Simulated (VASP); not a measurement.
# WC (P4/mmm) in VASP: notebook, part 2 of 2

VASP 6.6.1.

## (4) Relaxation of cell and atoms, PBE

This run uses another cell than the first one, of 18.35 Å³/atom.

File INCAR:

```
SYSTEM = WC
  PREC = Accurate
  ENCUT = 600
  EDIFF = 1E-7
  ISMEAR = 0
  SIGMA = 0.2
  LREAL = .False.
  LASPH = .True.
  NELM = 120
  ALGO = Normal
  ISIF = 3
  LWAVE = .False.
  LCHARG = .False.
  GGA = PE
  IBRION = 2
  NSW = 36
  EDIFFG = -0.08
  GGA_COMPAT = .False.
  NELMIN = 4
```

File KPOINTS:

```
regular mesh
0
Gamma
  7 7 5
  0 0 0
```

File POSCAR:

```
WC
1.0
    2.9140588300      0.0000000000      0.0000000000
    0.0000000000      2.9140588300      0.0000000000
    0.0000000000      0.0000000000      4.3217634600
W C
1 1
Direct
    0.5000000000      0.5000000000      0.5000000000
    0.0000000000      0.0000000000      0.0000000000
```

Potentials or basis: VASP PAW PBE potentials, release 64 (W_sv, C).

Run with:

```sh
$ cat potpaw_PBE.64/W_sv/POTCAR potpaw_PBE.64/C/POTCAR > POTCAR
$ mpirun -np 1 vasp_std > vasp.out
```

OUTCAR:

```text
SYSTEM = WC
   PREC = Accurate
   ENCUT = 600
   EDIFF = 1E-7
   ISMEAR = 0
   LREAL = .False.
   LASPH = .True.
   NELM = 120
   ISIF = 3
   GGA = PE
   IBRION = 2
   NSW = 36
   EDIFFG = -0.08
   NELMIN = 4

 ion  position               nearest neighbor table
   1  0.500  0.500  0.500-
   2  0.000  0.000  0.000-

  LATTYP: Found a simple tetragonal cell.
 ALAT       =     2.9140588300
 C/A-ratio  =     1.4830735109

  Lattice vectors:

 A1 = (   2.9140588300,   0.0000000000,   0.0000000000)
 A2 = (   0.0000000000,   2.9140588300,   0.0000000000)
 A3 = (   0.0000000000,   0.0000000000,   4.3217634600)

Analysis of symmetry for initial positions (statically):
=====================================================================
[... 676 lines left out ...]

 number of electron      18.0000002 magnetization

------------------------ aborting loop because EDIFF is reached ----------------------------------------
[... 67 lines left out ...]
--------------------------------------- Ionic step       13  -------------------------------------------

 number of electron      17.9999999 magnetization

 Free energy of the ion-electron system (eV)
  ---------------------------------------------------
  ext. energy  EPLUGINS =         0.00000000
  ---------------------------------------------------
  free energy    TOTEN  =       -20.65275012 eV

  energy without entropy =      -20.63110251  energy(sigma->0) =      -20.64192631

 E-fermi :  12.1734     XC(G=0): -14.0099

 val. band max:       12.1586757983   @ k =   0.0000   0.0000   0.2000
 cond. band min:      12.2557860317   @ k =   0.4286   0.2857   0.4000
 fundamental gap:      0.0971102334
 Fermi energy:        12.1733806259

 k-point     1 :       0.0000    0.0000    0.0000
  band No.  band energies     occupation
      1     -62.5658      2.00000
      2     -26.3789      2.00000
      3     -26.3789      2.00000
      4     -26.3453      2.00000
      5      -3.0683      2.00000
      6       7.1415      2.00000
      7       7.1622      2.00000
      8      12.3015      0.36482
      9      12.3015      0.36482
     10      12.3580      0.19175
     11      15.0946      0.00000
     12      15.1477      0.00000
     13      15.1477      0.00000
[... 397 lines left out ...]
  FREE ENERGIE OF THE ION-ELECTRON SYSTEM (eV)
  ---------------------------------------------------
  free  energy   TOTEN  =       -20.6527501215 eV

  energy  without entropy=      -20.6311025061  energy(sigma->0) =      -20.64192631

 reached required accuracy - stopping structural energy minimisation
```

OSZICAR:

```text
N       E                     dE             d eps       ncg     rms          rms(c)
DAV:   1     0.133230946314E+03    0.13323E+03   -0.12068E+04   780   0.158E+03
DAV:   2    -0.122328151659E+02   -0.14546E+03   -0.14212E+03   915   0.362E+02
DAV:   3    -0.171848354613E+02   -0.49520E+01   -0.46940E+01  1006   0.616E+01
DAV:   4    -0.173044290725E+02   -0.11959E+00   -0.11742E+00   920   0.930E+00
[... 154 lines left out ...]
DAV:   4    -0.206526792402E+02    0.27530E-02   -0.89595E-03   860   0.110E+00    0.345E-01
DAV:   5    -0.206527769204E+02   -0.97680E-04   -0.32354E-04   895   0.207E-01    0.429E-02
DAV:   6    -0.206527511021E+02    0.25818E-04   -0.11269E-04   895   0.857E-02    0.579E-03
DAV:   7    -0.206527501411E+02    0.96096E-06   -0.31572E-06   860   0.196E-02    0.603E-03
DAV:   8    -0.206527501215E+02    0.19567E-07   -0.99989E-08   545   0.323E-03
  13 F= -.20652750E+02 E0= -.20641926E+02  d E =-.276258E+00
```

CONTCAR:

```text
WC
   1.00000000000000
     2.7320426895924683    0.0000000000000000    0.0000000000000000
     0.0000000000000000    2.7320426895924683   -0.0000000000000000
     0.0000000000000000    0.0000000000000000    2.7231171718091045
  W               C
     1     1
Direct
     0.5000000000000000    0.5000000000000000    0.5000000000000000
     0.0000000000000000    0.0000000000000000    0.0000000000000000

  0.00000000E+00  0.00000000E+00  0.00000000E+00
  0.00000000E+00  0.00000000E+00  0.00000000E+00
```

Wall time 2.2 min (1 thread of Intel Xeon Platinum 8488C (Sapphire Rapids), shared host); peak memory 0.18 GiB.

Results:

```yaml
Free_energy: -20.6528 eV
Relaxed_volume: 10.16 Å³/atom
Relaxed_cell: a = 2.732 Å, b = 2.732 Å, c = 2.723 Å, α = 90.00°, β = 90.00°, γ = 90.00°
Space_group_after_relaxing_to_0.1_Å: Pm-3m (No. 221)
Energy_gained_by_relaxing: 2904.0 meV/atom
Ionic_steps: 13
Pressure_after_relaxing: 0.1 GPa
Band_gap_on_the_k_mesh: zero (bands 9 and 10 overlap by 3.73 eV)
```

Step by step:
| step | energy change (eV) | largest force (eV/Å) | pressure (GPa) | volume (Å³) |
| --- | --- | --- | --- | --- |
| 1 | 0.0000 | 0.0000 | -38.99 | 36.70 |
| 2 | -1.5885 | 0.0000 | 109.24 | 17.71 |
| 3 | -2.7250 | 0.0000 | -0.31 | 22.87 |
| 4 | -4.0623 | 0.0000 | 150.57 | 15.92 |
| 5 | -3.9868 | 0.0000 | 16.82 | 20.45 |
| 6 | -4.9109 | 0.0000 | 43.45 | 18.69 |
| 7 | -5.0309 | 0.0000 | 82.47 | 17.34 |
| 8 | -5.0754 | 0.0000 | 66.04 | 17.83 |
| 9 | -4.6839 | 0.0000 | 45.78 | 18.87 |
| 10 | -5.5304 | 0.0000 | 47.80 | 18.30 |
| 11 | -5.5317 | 0.0000 | 45.61 | 18.38 |
| 12 | -5.7968 | 0.0000 | -7.46 | 20.78 |
| 13 | -5.8080 | 0.0000 | 0.15 | 20.33 |

Final structure:
```
W C
1.0
     2.73204    0.00000    0.00000
     0.00000    2.73204    0.00000
     0.00000    0.00000    2.72312
W C
1 1
Direct
  0.50000 0.50000 0.50000
  0.00000 0.00000 0.00000
```

Caveat: the volume moved by over 15 % at a fixed basis, so the end points are rough; spin-orbit coupling is left out, which moves the levels of the heavy elements.

## (5) Overview

| cell | k mesh | gap on the mesh (eV) | pressure (GPa) | relaxed volume (Å³/atom) |
| --- | --- | --- | --- | --- |
| relaxed from a = 2.613, b = 2.613, c = 4.605 Å, 2 atoms, atomic positions A | 7 × 7 × 4 | none | 0.0 | 10.22 |
| relaxed from a = 3.124, b = 3.124, c = 3.700 Å, 2 atoms, atomic positions B | 6 × 6 × 5 | none | 0.1 | 13.01 |
| relaxed from a = 2.914, b = 2.914, c = 4.322 Å, 2 atoms, atomic positions A | 7 × 7 × 5 | none | 0.1 | 10.16 |

Alike in all rows: task relaxation of cell and atoms; level PBE; potentials or basis VASP PAW PBE potentials, release 64 (W_sv, C); no spin polarisation; cutoff (eV) 600; smearing gaussian 0.2 eV.

Caveats: the volume moved by over 15 % at a fixed basis, so the end points are rough; spin-orbit coupling is left out, which moves the levels of the heavy elements.

Total energies depend on the potentials used, so only differences within one code and one set of settings carry meaning.
